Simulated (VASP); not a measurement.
Al12H: single point with PBE+D3(BJ)

Al12H, a slab with vacuum:

```
Al H
1.0
     5.63146    0.00000    0.00000
    -2.81573    4.87699    0.00000
     0.00000    0.00000   21.56843
Al H
12 1
Direct
  0.33333 0.16667 0.18546
  0.33333 0.66667 0.18546
  0.83333 0.16667 0.18546
  0.83333 0.66667 0.18546
  0.16667 0.33333 0.29140
  0.16667 0.83333 0.29140
  0.66667 0.33333 0.29140
  0.66667 0.83333 0.29140
  0.00000 0.00000 0.39727
  0.00000 0.50000 0.39727
  0.50000 0.00000 0.39727
  0.50000 0.50000 0.39727
  0.33333 0.16667 0.49927
```

```yaml
Program: VASP 6.6.1
Task: single point
Functional: PBE
Dispersion: D3(BJ)
Potentials_or_basis: VASP PAW PBE potentials, release 64 (Al, H)
Cutoff: 520 eV
k_mesh: 6 × 6 × 1
Occupations: gaussian, width 0.1 eV
Spin: no spin polarisation
Dipole_correction: yes
Further_INCAR_settings: ALGO = Normal; EDIFF = 1e-07; NBANDS = 30
```

```
Largest force              : 1.371 eV/Å
Dispersion energy per atom : -0.226 eV
```

Forces on the atoms (eV/Å):
```
Al   0.000  0.000  0.012
Al  -0.065 -0.037 -0.159
Al   0.000  0.075 -0.159
Al   0.065 -0.037 -0.159
Al  -0.001  0.000  0.052
Al   0.000 -0.001  0.052
Al   0.001  0.000  0.052
Al   0.000  0.000 -0.119
Al   0.032  0.018  0.572
Al   0.000  0.000  0.083
Al  -0.032  0.018  0.572
Al   0.000 -0.037  0.572
H    0.000  0.000 -1.371
```

Levels at points of the mesh, in eV from the Fermi level:
```
           k point  band 14  band 15  band 16  band 17  band 18  band 19  band 20  band 21  band 22  band 23
(0.00, 0.00, 0.00)    -2.85    -2.79    -2.79    -1.18    -0.37    -0.37    -0.18    -0.16    -0.16    -0.08
(0.50, 0.00, 0.00)    -1.73    -0.60    -0.54    -0.38    -0.19     0.02     0.96     0.99     1.29     1.38
```

It took 2.8 min on 1 thread of Intel(R) Xeon(R) 6975P-C (Granite Rapids), with other jobs on the host, peak memory 0.64 GiB.
